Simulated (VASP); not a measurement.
Runs of VASP 6.6.1 on BaZrO3. The structure is that of space group Pmmm (No. 47), or close to it. The cells are those of the table. 

| cell | gap on the mesh (eV) | pressure (GPa) |
| --- | --- | --- |
| a = 3.691, b = 4.604, c = 4.147 Å, 5 atoms | (a) | 14.9 |
| a = 3.805, b = 4.604, c = 4.147 Å, 5 atoms | 2.52 | 5.9 |
| a = 4.376, b = 4.604, c = 4.147 Å, 5 atoms | 2.55 | -17.2 |
| a = 3.805, b = 4.490, c = 4.147 Å, 5 atoms | 2.54 | 8.9 |
| a = 3.919, b = 4.376, c = 4.147 Å, 5 atoms | 2.79 | (b) |

Alike in all rows: task single point; level LDA; potentials or basis VASP PAW LDA potentials, release 64 (Ba_sv, Zr_sv, O); no spin polarisation; k mesh 6 × 6 × 6; cutoff (eV) 520; smearing gaussian 0.05 eV.

Q: Estimate the missing entries.

A: (a) 2.10; (b) 4.7.

Caveats: spin-orbit coupling is left out, which moves the levels of the heavy elements.

A k mesh can miss the band edges, and the runs leave out spin-orbit coupling on Ba, Zr.
